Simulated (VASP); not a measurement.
# CdS (P6_3mc) in VASP: vibrations by perturbation theory with LDA

Aim: the vibrations by perturbation theory of CdS with LDA.

Program: VASP 6.6.1. These are calculated values, not measurements. Logs are shortened: lines on timing, memory, paths and dates and some standing lists are left out, and cuts for length are marked.

## Step 1: The cell of the first run

The structure is hexagonal, space group P6_3mc (No. 186). The conventional cell has a = 4.074 Å, b = 4.074 Å, c = 6.637 Å, α = 90.00°, β = 90.00°, γ = 120.00°. Within 3.3 Å of Cd (site symmetry 3m) lie 4 S at 2.49 to 2.50 Å. S (site symmetry 3m) has 4 Cd at 2.49 to 2.50 Å within 3.3 Å.

## Step 2: Vibrations by perturbation theory, LDA

INCAR reads:

```
ALGO = Normal
EDIFF = 1E-8
ENCUT = 630
GGA = CA
GGA_COMPAT = False
IBRION = 8
ISIF = 2
ISMEAR = 0
LASPH = True
LCHARG = True
LEPSILON = True
LREAL = False
LWAVE = False
NELM = 120
NSW = 1
PREC = Accurate
SIGMA = 0.01
```

KPOINTS reads:

```
k-points
0
Gamma
  6 6 4
```

POSCAR reads:

```
CdS
1.0
    4.0743297244      0.0000000000      0.0000000000
   -2.0371648622      3.5284730447      0.0000000000
    0.0000000000      0.0000000000      6.6374638456
Cd S
2 2
Direct
    0.6666666667      0.3333333333      0.5004414159
    0.3333333333      0.6666666667      0.0004414159
    0.6666666667      0.3333333333      0.8765585841
    0.3333333333      0.6666666667      0.3765585841
```

Potentials or basis: VASP PAW LDA potentials, release 64 (Cd_sv_GW, S).

Started as:

```sh
> cat potpaw_LDA.64/Cd_sv_GW/POTCAR potpaw_LDA.64/S/POTCAR > POTCAR
> mpirun -np 1 vasp_std > vasp.out
```

OUTCAR:

```text
EDIFF = 1E-8
   ENCUT = 630
   GGA = CA
   IBRION = 8
   ISIF = 2
   ISMEAR = 0
   LASPH = True
   LEPSILON = True
   LREAL = False
   NELM = 120
   NSW = 1
   PREC = Accurate

 ion  position               nearest neighbor table
   1  0.667  0.333  0.500-   4 2.49   4 2.49   4 2.49   3 2.50
   2  0.333  0.667  0.000-   3 2.49   3 2.49   3 2.49   4 2.50
   3  0.667  0.333  0.877-   2 2.49   2 2.49   2 2.49   1 2.50
   4  0.333  0.667  0.377-   1 2.49   1 2.49   1 2.49   2 2.50

  LATTYP: Found a hexagonal cell.
 ALAT       =     4.0743297244
 C/A-ratio  =     1.6290934447

  Lattice vectors:

 A1 = (   4.0743297244,   0.0000000000,   0.0000000000)
 A2 = (  -2.0371648622,   3.5284730447,   0.0000000000)
 A3 = (   0.0000000000,   0.0000000000,   6.6374638456)

Analysis of symmetry for initial positions (statically):
=====================================================================
 Subroutine PRICEL returns:
 Original cell was already a primitive cell.

 Routine SETGRP: Setting up the symmetry group for a
 hexagonal supercell.

 Subroutine GETGRP returns: Found 12 space group operations
 (whereof  6 operations were pure point group operations)
 out of a pool of 24 trial point group operations.

The static configuration has the point symmetry C_3v.
 The point group associated with its full space group is C_6v.

Analysis of symmetry for dynamics (positions and initial velocities):
=====================================================================
 Subroutine PRICEL returns:
 Original cell was already a primitive cell.

 Routine SETGRP: Setting up the symmetry group for a
 hexagonal supercell.

 Subroutine GETGRP returns: Found 12 space group operations
 (whereof  6 operations were pure point group operations)
 out of a pool of 24 trial point group operations.

The dynamic configuration has the point symmetry C_3v.
 The point group associated with its full space group is C_6v.

 Subroutine INISYM returns: Found 12 space group operations
 (whereof  6 operations are pure point group operations),
 and found     1 'primitive' translations

----------------------------------------------------------------------------------------

                                     Primitive cell

  volume of cell :      95.4213

  direct lattice vectors                    reciprocal lattice vectors
     4.074329724  0.000000000  0.000000000     0.245439144  0.141704356  0.000000000
    -2.037164862  3.528473045  0.000000000     0.000000000  0.283408712  0.000000000
     0.000000000  0.000000000  6.637463846     0.000000000  0.000000000  0.150659954

  length of vectors
     4.074329724  4.074329724  6.637463846     0.283408712  0.283408712  0.150659954

  position of ions in fractional coordinates (direct lattice)
     0.666666667  0.333333333  0.500441416
     0.333333333  0.666666667  0.000441416
     0.666666667  0.333333333  0.876558584
     0.333333333  0.666666667  0.376558584

  ion indices of the primitive-cell ions
   primitive index   ion index
                 1           1
                 2           2
                 3           3
                 4           4

[... 898 lines left out ...]

[... ionic steps 4 to 9 ...]

--------------------------------------- Ionic step       10  -------------------------------------------

------------------------ aborting loop because EDIFF is reached ----------------------------------------

[... ionic steps 11 to 11 ...]

--------------------------------------- Ionic step       12  -------------------------------------------

 Free energy of the ion-electron system (eV)
  ---------------------------------------------------
  ---------------------------------------------------
  free energy    TOTEN  =        -0.12104575 eV

  energy without entropy =       -0.12104575

------------------------ aborting loop because EDIFF is reached ----------------------------------------

 INTERNAL STRAIN TENSOR  FOR ION    3  DIRECTION 3   (eV/Angst):
 -----------------------------------------------------------------------------
     4.32531  0.00000  0.00000
     0.00000  4.32531  0.00000
     0.00000 -0.00000 -8.34708

 MACROSCOPIC STATIC DIELECTRIC TENSOR (including local field effects in DFT)
 ------------------------------------------------------
           7.575907    -0.000000     0.000000
          -0.000000     7.575907    -0.000000
           0.000000     0.000000     7.360809
 ------------------------------------------------------

 PIEZOELECTRIC TENSOR (including local field effects)  for field in x, y, z        (e  Angst)
          XX          YY          ZZ          XY          YZ          ZX
  --------------------------------------------------------------------------------
  x    -0.00000    -0.00000     0.00000    -0.00000     0.00000     1.82926
  y     0.00000     0.00000     0.00000     0.00000     1.82924     0.00000
  z     1.86498     1.86498    -3.87268     0.00000     0.00000     0.00000

 PIEZOELECTRIC TENSOR (including local field effects)  for field in x, y, z        (C/m^2)
          XX          YY          ZZ          XY          YZ          ZX
  --------------------------------------------------------------------------------
  x    -0.00000    -0.00000     0.00000    -0.00000     0.00000     0.30714
  y     0.00000     0.00000     0.00000     0.00000     0.30714     0.00000
  z     0.31314     0.31314    -0.65024     0.00000     0.00000     0.00000

 BORN EFFECTIVE CHARGES (including local field effects) (in |e|, cummulative output)
 ---------------------------------------------------------------------------------
 ion    1
    1     2.14411     0.00000    -0.00000
    2     0.00000     2.14411     0.00000
    3     0.00000     0.00000     2.20553
 ion    2
    1     2.14411     0.00000     0.00000
    2     0.00000     2.14411    -0.00000
    3     0.00000     0.00000     2.20553
 ion    3
    1    -2.14411     0.00000     0.00000
    2     0.00000    -2.14411     0.00000
    3     0.00000     0.00000    -2.20553
 ion    4
    1    -2.14411     0.00000     0.00000
    2     0.00000    -2.14411     0.00000
    3     0.00000     0.00000    -2.20553

 INTERNAL STRAIN TENSOR FOR ION    4 for displacements in x,y,z  (eV/Angst):
          X           Y           Z          XY          YZ          ZX
  --------------------------------------------------------------------------------
  x     0.00000     0.00000     0.00000    -7.19318    -0.00000     4.46018
  y    -7.19318     7.19318    -0.00000     0.00000     3.99202    -0.00000
  z     4.32531     4.32531    -8.34708     0.00000    -0.00000     0.00000

 SECOND DERIVATIVES (NOT SYMMETRIZED)
 ------------------------------------
               1X          1Y          1Z          2X          2Y          2Z          3X          3Y          3Z          4X          4Y          4Z
  1X    -5.357145    0.000000   -0.000000   -0.104775   -0.000000    0.000000    0.037543    0.000000    0.000000    5.424377    0.000000    0.000000
  1Y     0.000000   -5.357145   -0.000000    0.000000   -0.104775   -0.000000    0.000000    0.037543    0.000000   -0.000000    5.424377   -0.000000
  1Z     0.000000   -0.000000   -7.158702    0.000000   -0.000000    1.744930    0.000000    0.000000    4.154701    0.000000    0.000000    1.259071
  2X    -0.104775    0.000000   -0.000000   -5.357145    0.000000    0.000000    5.424377    0.000000   -0.000000    0.037543   -0.000000   -0.000000
  2Y     0.000000   -0.104775    0.000000    0.000000   -5.357145    0.000000    0.000000    5.424377    0.000000    0.000000    0.037543    0.000000
  2Z    -0.000000    0.000000    1.744930    0.000000    0.000000   -7.158702    0.000000    0.000000    1.259071    0.000000   -0.000000    4.154701
  3X     0.052636    0.000000   -0.000000    5.603734    0.000000   -0.000000   -6.172333    0.000000    0.000000    0.515963   -0.000000    0.000000
  3Y    -0.000000    0.052636    0.000000    0.000000    5.603734    0.000000    0.000000   -6.172333    0.000000    0.000000    0.515963    0.000000
  3Z     0.000000    0.000000    4.106986    0.000000    0.000000    1.224752    0.000000    0.000000   -8.095392    0.000000    0.000000    2.763654
  4X     5.603734    0.000000    0.000000    0.052636    0.000000    0.000000    0.515963    0.000000    0.000000   -6.172333    0.000000    0.000000
  4Y     0.000000    5.603734    0.000000    0.000000    0.052636   -0.000000    0.000000    0.515963    0.000000   -0.000000   -6.172333   -0.000000
  4Z     0.000000   -0.000000    1.224752    0.000000    0.000000    4.106986    0.000000   -0.000000    2.763654    0.000000    0.000000   -8.095392

 Eigenvectors and eigenvalues of the dynamical matrix
 ----------------------------------------------------

   1 f  =    9.212827 THz    57.885898 2PiTHz  307.306824 cm-1    38.101173 meV
             X         Y         Z           dx          dy          dz
      2.037165  1.176158  3.321662     0.000000   -0.000000    0.124925
     -0.000000  2.352315  0.002930    -0.000000    0.000000   -0.124925
      2.037165  1.176158  5.818126     0.000000   -0.000000   -0.695984
     -0.000000  2.352315  2.499394    -0.000000    0.000000    0.695984
[... 71 lines left out ...]
  12 f/i=    0.053372 THz     0.335345 2PiTHz    1.780295 cm-1     0.220728 meV
             X         Y         Z           dx          dy          dz
      2.037165  1.176158  3.321662    -0.621935   -0.072113   -0.000000
     -0.000000  2.352315  0.002930    -0.621935   -0.072113   -0.000000
      2.037165  1.176158  5.818126    -0.326441   -0.037851   -0.000000
     -0.000000  2.352315  2.499394    -0.326441   -0.037851   -0.000000

--------------------------------------------------------------------------------------------------------

 MACROSCOPIC STATIC DIELECTRIC TENSOR IONIC CONTRIBUTION
 ------------------------------------------------------
           3.135950     0.000000    -0.000000
           0.000000     3.135950    -0.000000
          -0.000000    -0.000000     3.433724
 ------------------------------------------------------

 ELASTIC MODULI CONTR FROM IONIC RELAXATION (kBar)
 Direction    XX          YY          ZZ          XY          YZ          ZX
 --------------------------------------------------------------------------------
 XX        -382.4987    148.4267    225.6309     -0.0000     -0.0000     -0.0000
 YY         148.4267   -382.4987    225.6309      0.0000     -0.0000      0.0000
 ZZ         225.6309    225.6309   -434.9882      0.0000     -0.0000     -0.0000
 XY          -0.0000      0.0000      0.0000   -265.4627     -0.0000     -0.0000
 YZ          -0.0000      0.0000     -0.0000     -0.0000   -114.0706     -0.0000
 ZX          -0.0000      0.0000     -0.0000     -0.0000     -0.0000   -113.9382
 --------------------------------------------------------------------------------

 PIEZOELECTRIC TENSOR IONIC CONTR  for field in x, y, z        (C/m^2)
          XX          YY          ZZ          XY          YZ          ZX
  --------------------------------------------------------------------------------
  x    -0.00000     0.00000    -0.00000    -0.00000    -0.00000    -0.56246
  y    -0.00000     0.00000    -0.00000    -0.00000    -0.56279    -0.00000
  z    -0.59651    -0.59651     1.14999    -0.00000     0.00000     0.00000
```

Run time: 71 min. Hardware: 1 thread of Intel Xeon Platinum 8259CL at 2.50GHz (Skylake/Cascade Lake), shared host; peak memory 0.82 GiB.

Results:

```
Electronic dielectric tensor (diagonal)                 : 7.58, 7.58, 7.36
Born charges (mean of the diagonal)                     : Cd +2.16; S -2.16 e
Highest phonon frequency at Γ, LO-TO splitting left out : 307 cm⁻¹
```

Phonon frequencies in cm⁻¹ (negative: imaginary):
| q point | frequencies |
| --- | --- |
| (0.000, 0.000, 0.000) | -2 -2 -1 40 40 139 241 247 247 260 260 307 |

Electronic dielectric tensor:
```
7.58 0.00 0.00
0.00 7.58 0.00
0.00 0.00 7.36
```

Born effective charge tensors (e):
atom 1, Cd
```
2.14 0.00 0.00
0.00 2.14 0.00
0.00 0.00 2.21
```
atom 2, Cd
```
2.14 0.00 0.00
0.00 2.14 0.00
0.00 0.00 2.21
```
atom 3, S
```
-2.14  0.00  0.00
 0.00 -2.14  0.00
 0.00  0.00 -2.21
```
atom 4, S
```
-2.14  0.00  0.00
 0.00 -2.14  0.00
 0.00  0.00 -2.21
```
